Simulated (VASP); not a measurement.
CdSe (Cadmoselite), 4 atoms in the cell. It takes space group P6_3mc (No. 186, hexagonal). Conventional cell: a = 4.302 Å, b = 4.302 Å, c = 7.022 Å, α = 90.00°, β = 90.00°, γ = 120.00°. Cd (site symmetry 3m) has 4 Se at 2.63 to 2.64 Å within 3.5 Å. Se (site symmetry 3m) has 4 Cd at 2.63 to 2.64 Å within 3.5 Å. 

| Quantity | Value |
| --- | --- |
| Program | VASP 6.6.1 |
| Task | single point |
| Functional | PBEsol |
| Potentials or basis | VASP PAW PBE potentials, release 64 (Cd, Se) |
| Cutoff | 520 eV |
| k mesh | 9 × 9 × 6 |
| Occupations | gaussian, width 0.02 eV |
| Spin | no spin polarisation |
| Dipole correction | no |
| Further INCAR settings | ALGO = Normal; EDIFF = 1e-06; NBANDS = 26 |

Potentials or basis: VASP PAW PBE potentials, release 64 (Cd, Se).

Command:

```sh
$ cat potpaw_PBE.64/Cd/POTCAR potpaw_PBE.64/Se/POTCAR > POTCAR
$ mpirun -np 1 vasp_std > vasp.out
```

Hardware: 1 thread of Intel(R) Xeon(R) Platinum 8375C CPU @ 2.90GHz (Ice Lake), on a shared host.

**Question.** How long does it take, and how much memory?

**Answer.** Run time: 78 s on 1 thread of Intel(R) Xeon(R) Platinum 8375C CPU @ 2.90GHz (Ice Lake), on a shared host, peak memory 0.3 GiB. Counts: scf iterations 14, k points 48.
